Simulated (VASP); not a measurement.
# GaP (F-43m) in VASP: single point with HSE06

Aim: the single point of GaP with HSE06.

Program: VASP 6.6.1. These are calculated values, not measurements. Logs are shortened: lines on timing, memory, paths and dates and some standing lists are left out, and cuts for length are marked.

**The experiment to reproduce.**

From “Stacking defects in GaP nanowires: Electronic structure and optical properties”, 2018, arxiv:1810.01194, for a bulk crystal of GaP at 10 K: band gap 2.34 eV (indirect).

The results are compared with them further down.

## 1. The cell of the first run

Symmetry: F-43m, No. 216, cubic system. The conventional cell has a = 5.451 Å, b = 5.451 Å, c = 5.451 Å, α = 90.00°, β = 90.00°, γ = 90.00°. Ga (site symmetry -43m) has 4 P at 2.36 Å within 3.1 Å. Within 3.1 Å of P (site symmetry -43m) lie 4 Ga at 2.36 Å.

## 2. Single point, HSE06

Contents of POSCAR:

```
GaP
1.0
    0.0000000000      2.7254102033      2.7254102033
    2.7254102033      0.0000000000      2.7254102033
    2.7254102033      2.7254102033      0.0000000000
Ga P
1 1
Direct
    0.0000000000      0.0000000000      0.0000000000
    0.2500000000      0.2500000000      0.2500000000
```

Contents of INCAR.step1:

```
SYSTEM = GaP
PREC = Accurate ; ENCUT = 520
EDIFF = 1E-5 ; ISMEAR = 0
SIGMA = 0.01 ; LREAL = .FALSE.
LASPH = .TRUE. ; NELM = 100
ALGO = Normal ; ISIF = 2
LWAVE = .TRUE. ; LCHARG = .FALSE.
NBANDS = 16 ; GGA = PE
```

Contents of INCAR.step2:

```
SYSTEM = GaP
PREC = Accurate ; ENCUT = 520
EDIFF = 1E-7 ; ISMEAR = 0
SIGMA = 0.01 ; LREAL = .FALSE.
LASPH = .TRUE. ; NELM = 100
ALGO = Normal ; ISIF = 2
LWAVE = .FALSE. ; LCHARG = .FALSE.
GGA = PE ; LHFCALC = .TRUE.
HFSCREEN = 0.2079 ; PRECFOCK = Normal
NBANDS = 16 ; ISTART = 1
```

Contents of KPOINTS:

```
regular mesh
0
G
  6 6 6
  0 0 0
```

Potentials or basis: VASP PAW PBE potentials, release 64 (Ga_d, P).

Command:

```console
cat potpaw_PBE.64/Ga_d/POTCAR potpaw_PBE.64/P/POTCAR > POTCAR
cp INCAR.step1 INCAR
mpirun -np 1 vasp_std > vasp.out
cp INCAR.step2 INCAR
mpirun -np 1 vasp_std > vasp.out
```

OUTCAR:

```text
SYSTEM = GaP
   PREC = Accurate
   ENCUT = 520
   EDIFF = 1E-7
   ISMEAR = 0
   LREAL = .FALSE.
   LASPH = .TRUE.
   NELM = 100
   ISIF = 2
   GGA = PE
   LHFCALC = .TRUE.
   HFSCREEN = 0.2079
   PRECFOCK = Normal
   ISTART = 1

 ion  position               nearest neighbor table
   1  0.000  0.000  0.000-   2 2.36   2 2.36   2 2.36   2 2.36
   2  0.250  0.250  0.250-   1 2.36   1 2.36   1 2.36   1 2.36

  LATTYP: Found a face centered cubic cell.
 ALAT       =     5.4508204066

  Lattice vectors:

 A1 = (   0.0000000000,   2.7254102033,   2.7254102033)
 A2 = (   2.7254102033,   0.0000000000,   2.7254102033)
 A3 = (   2.7254102033,   2.7254102033,   0.0000000000)

Analysis of symmetry for initial positions (statically):
=====================================================================
 Subroutine PRICEL returns:
 Original cell was already a primitive cell.

 Routine SETGRP: Setting up the symmetry group for a
 face centered cubic supercell.

 Subroutine GETGRP returns: Found 24 space group operations
 (whereof 24 operations were pure point group operations)
 out of a pool of 48 trial point group operations.

The static configuration has the point symmetry T_d .

Analysis of symmetry for dynamics (positions and initial velocities):
=====================================================================
 Subroutine PRICEL returns:
 Original cell was already a primitive cell.

 Routine SETGRP: Setting up the symmetry group for a
 face centered cubic supercell.

 Subroutine GETGRP returns: Found 24 space group operations
 (whereof 24 operations were pure point group operations)
 out of a pool of 48 trial point group operations.

The dynamic configuration has the point symmetry T_d .

 Subroutine INISYM returns: Found 24 space group operations
 (whereof 24 operations are pure point group operations),
 and found     1 'primitive' translations

----------------------------------------------------------------------------------------

                                     Primitive cell

  volume of cell :      40.4879

  direct lattice vectors                    reciprocal lattice vectors
     0.000000000  2.725410203  2.725410203    -0.183458622  0.183458622  0.183458622
     2.725410203  0.000000000  2.725410203     0.183458622 -0.183458622  0.183458622
     2.725410203  2.725410203  0.000000000     0.183458622  0.183458622 -0.183458622

  length of vectors
[... 81 lines left out ...]
   POTIM  = 0.5000    time-step for ionic-motion
   TEBEG  =    0.0;   TEEND  =   0.0 temperature during run
   PSTRESS=    0.0 pullay stress
   NELECT =      18.0000    total number of electrons
   NUPDOWN=      -1.0000    fix difference up-down
   EMIN   =  10.00;   EMAX   =-10.00  energy-range for DOS
   EFERMI =   0.00;   METHOD = LEGACY
   ISMEAR =     0;   SIGMA  =   0.01  broadening in eV -4-tet -1-fermi 0-gaus
   EFERMI_NEDOS =   21; number of points for ismear=-14 and -15
   IALGO  =     38    algorithm
   IMIX   =      1    mixing-type and parameters
     AMIX     =   0.40;   BMIX     =  1.00
     AMIX_MAG =   1.60;   BMIX_MAG =  1.00
  volume/ion in A,a.u.               =      20.24       136.61
  Fermi-wavevector in a.u.,A,eV,Ry     =   1.249464  2.361145 21.240879  1.561161
  Thomas-Fermi vector in A             =   2.383503
   LORBIT       =      0    0 simple, 1 ext, 2 COOP (PROOUT), +10 PAW based schemes
   GGA     = PE    functional components
   LHFCALC =     T    Hartree Fock is set to
   PRECFOCK=normal    Normal, Fast or Accurate (Low or Medium for compatibility)
   ENCUT4O =  -1.0   cutoff for four orbital integrals eV
   NKREDX  =     1    reduce k-point grid by
   NKREDY  =     1    reduce k-point grid by
   NKREDZ  =     1    reduce k-point grid by
   AEXX    =    0.2500 exact exchange contribution
   HFSCREEN=    0.2079 screening length (either q_TF or 0.3 A-1)
   HFSCREENC=   0.2079 screening length for correlation (either q_TF or 0.3 A-1)
   ENCUTFOCK=  -1.0 apply spherical cutoff to Coloumb kernel
   IVDW    =     0    specifies the selected vdW correction
   LEPSILON=     F    determine dielectric tensor
   LRPA    =     F    only Hartree local field effects (RPA)
 non-spin polarized calculation
 Gauss-broadening in eV      SIGMA  =   0.01
  energy-cutoff  :      520.00
  volume of cell :       40.49
 maximum number of plane-waves:      1113
 NGX is ok and might be reduce to    30
  NGX = 24; NGY = 24; NGZ = 24

 number of electron      17.9999989 magnetization

 Free energy of the ion-electron system (eV)
  ---------------------------------------------------
  ext. energy  EPLUGINS =         0.00000000
  ---------------------------------------------------
  free energy    TOTEN  =       -10.78003173 eV

  energy without entropy =      -10.78003173  energy(sigma->0) =      -10.78003173

 E-fermi :   4.3279     XC(G=0):  -8.1557

 val. band max:        4.2137591295   @ k =   0.0000   0.0000   0.0000
 cond. band min:       6.5066520340   @ k =   0.5000   0.5000   0.0000
 fundamental gap:      2.2928929045
 Fermi energy:         4.3278647330

 k-point     1 :       0.0000    0.0000    0.0000
  band No.  band energies     occupation
      1     -12.8404      2.00000
      2     -12.8404      2.00000
      3     -12.8404      2.00000
      4     -12.7394      2.00000
      5     -12.7394      2.00000
      6      -9.5651      2.00000
[... 281 lines left out ...]
      3     -12.7838      2.00000
      4     -12.7588      2.00000
      5     -12.7279      2.00000
      6      -6.2924      2.00000
[... 8 lines left out ...]
     15      17.5062      0.00000
     16      19.2679      0.00000

------------------------ aborting loop because EDIFF is reached ----------------------------------------

  FORCE on cell =-STRESS in cart. coord.  units (eV):
  Direction    XX          YY          ZZ          XY          YZ          ZX
  --------------------------------------------------------------------------------------
  -------------------------------------------------------------------------------------
  Total        0.1331672      0.1331672      0.1331672      0.0000000     -0.0000000     -0.0000000
  in kB        5.2696558      5.2696558      5.2696558      0.0000000     -0.0000000     -0.0000000
  external PRESSURE =       5.2696558 kB  Pullay stress =       0.0000000 kB

 VOLUME and BASIS-vectors are now :
 -----------------------------------------------------------------------------
  energy-cutoff  :      520.00
  volume of cell :       40.49
      direct lattice vectors                 reciprocal lattice vectors
     0.000000000  2.725410203  2.725410203    -0.183458622  0.183458622  0.183458622
     2.725410203  0.000000000  2.725410203     0.183458622 -0.183458622  0.183458622
     2.725410203  2.725410203  0.000000000     0.183458622  0.183458622 -0.183458622

 POSITION                                       TOTAL-FORCE (eV/Angst)
 -----------------------------------------------------------------------------------
      0.00000      0.00000      0.00000         0.000000      0.000000      0.000000
      1.36271      1.36271      1.36271        -0.000000     -0.000000     -0.000000
 -----------------------------------------------------------------------------------
    total drift:                               -0.000004     -0.000010     -0.000005

  FREE ENERGIE OF THE ION-ELECTRON SYSTEM (eV)
  ---------------------------------------------------
  free  energy   TOTEN  =       -10.7800317306 eV

  energy  without entropy=      -10.7800317306  energy(sigma->0) =      -10.78003173
```

Run time: 27 min. Hardware: 1 thread of Intel Xeon Platinum 8559C (Emerald Rapids), shared host; peak memory 0.29 GiB.

Results:

```yaml
Free_energy: -10.7800 eV
Pressure: 0.5 GPa
Band_gap_on_the_k_mesh: 2.29 eV (least direct gap 2.79 eV)
```

Caveat: the PAW data sets were made with another functional, which shifts forces and pressure a little.

## 3. Against experiment

Step 2. Against the measured gap of GaP, 2.34 eV (indirect; 10 K; quoted in “Stacking defects in GaP nanowires: Electronic structure and optical properties”, 2018, arxiv:1810.01194), the calculated 2.29 eV is off by -0.05 eV. Spin-orbit coupling on Ga is left out. The value is that of HSE06 on a finite k mesh, which can miss the band edges, without temperature or zero-point motion.
